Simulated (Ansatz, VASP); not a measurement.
One calculation of MgI2, two programs

INCAR

```
  PREC = Accurate
  ENCUT = 520
  EDIFF = 1E-6
  ISMEAR = -1
  SIGMA = 0.02
  LREAL = False
  LASPH = True
  NELM = 100
  ALGO = Normal
  ISIF = 2
  LWAVE = False
  LCHARG = False
  GGA = PE
  NBANDS = 15
```

The input KPOINTS:

```
regular mesh
0
Gamma
  8 8 8
```

The input POSCAR:

```
MgI2
1.0
    2.0177726968      1.2001252804      6.8923460429
   -2.0177726968      1.2001252804      6.8923460429
    0.0000000000     -2.4002505608      6.8923460429
Mg I
1 2
Direct
    0.0000000000      0.0000000000      0.0000000000
    0.2507648571      0.2507648571      0.2539988942
    0.7492351429      0.7492351429      0.7460011058
```

Input for Ansatz:

```yaml
crystal:
  lattice:
    - [2.0177726968, 1.2001252804, 6.8923460429]
    - [-2.0177726968, 1.2001252804, 6.8923460429]
    - [0.0, -2.4002505608, 6.8923460429]
  atoms:
    - { symbol: Mg, position: [0.0, 0.0, 0.0] }
    - { symbol: I, position: [0.2507648571, 0.2507648571, 0.2539988942] }
    - { symbol: I, position: [0.7492351429, 0.7492351429, 0.7460011058] }
kpoints:
  mp_grid: { grid: [8, 8, 8] }
  band_path:
    path:
      - [0.0, 0.0, 0.0]
      - [0.5, 0.5, 0.5]
      - [0.8131204736, 0.1868795264, 0.5]
      - [0.5, -0.1868795264, 0.1868795264]
      - [0.5, 0.0, 0.0]
      - [0.3434397632, -0.3434397632, 0.0]
      - [0.6565602368, 0.0, 0.3434397632]
      - [0.5, 0.0, 0.5]
      - [0.0, 0.5, 0.5]
    npoints: 1
hamiltonian:
  xc: pbe
scf:
  occupations: { method: fermi_dirac, width: 0.02 }
  n_extra_bands: 4
output:
  forces: true
  stress: true
  eigenvalues: true
```

Change from the starting cell: uniaxial_x strain -2.9%.

Alike in both runs: task single point; functional PBE; k mesh 8 × 8 × 8; occupations fermi-dirac, width 0.02 eV; no spin polarisation.

|  | VASP | Ansatz |
| --- | --- | --- |
| version | VASP 6.6.1 | Ansatz 0.2.0 |
| potentials or method | VASP PAW PBE potentials, release 64 (Mg, I) | plane waves, PAW |
| plane-wave cutoff (eV) | 520 | 420 |
| valence electrons in the cell | 16 | 44 |

Ansatz gave:

* gap on the k mesh at the Fermi level (eV): 3.15
* pressure (GPa): 1.9
* traceless stress, the component that is largest in VASP (GPa): 0.74
* rms of the force components (eV/Å): 0.009

Q: Estimate VASP's values.

A: gap on the k mesh at the Fermi level (eV): 3.13; pressure (GPa): 1.8; traceless stress, the component that is largest in VASP (GPa): 0.74; rms of the force components (eV/Å): 0.004.

Atom by atom the forces differ by 0.005 eV/Å (rms over components). VASP's potentials hold 16 valence electrons a cell and Ansatz's 44, so a difference there can come from the potentials and not from the codes.

Neither program's run includes spin-orbit coupling.
